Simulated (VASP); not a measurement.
TaC (f.blda): single point with LDA

TaC (f.blda):

```
Ta C
1.0
     0.00000    2.22000    2.22000
     2.22000    0.00000    2.22000
     2.22000    2.22000    0.00000
Ta C
1 1
Direct
  0.00000 0.00000 0.00000
  0.50000 0.50000 0.50000
```

| Item | Value |
| --- | --- |
| Program | VASP 6.6.1 |
| Task | single point |
| Functional | LDA |
| Potentials or basis | VASP PAW LDA potentials, release 64 (Ta_pv, C) |
| Cutoff | 600 eV |
| k mesh | 8 × 8 × 8 |
| Occupations | gaussian, width 0.1 eV |
| Spin | no spin polarisation |

- Pressure: -4.5 GPa

Levels at points of the mesh, in eV from the Fermi level:
| k point | band 4 | band 5 | band 6 | band 7 | band 8 | band 9 | band 10 | band 11 | band 12 | band 13 |
| --- | --- | --- | --- | --- | --- | --- | --- | --- | --- | --- |
| (0.00, 0.00, 0.00) | -14.90 | -1.60 | -1.60 | -1.60 | -0.64 | -0.64 | -0.64 | 0.42 | 0.42 | 6.67 |
| (0.50, 0.00, 0.00) | -10.30 | -8.96 | -5.73 | -5.73 | 2.50 | 2.50 | 3.52 | 5.35 | 9.84 | 9.84 |
| (0.50, 0.50, 0.00) | -12.79 | -4.83 | -4.71 | -1.90 | -1.90 | 2.41 | 3.90 | 3.90 | 6.78 | 8.16 |

Wall time 22 s on 1 thread of Intel Xeon 8259CL (shared host), peak memory 0.15 GiB.

Caveat: spin-orbit coupling is left out, which moves the levels of the heavy elements.
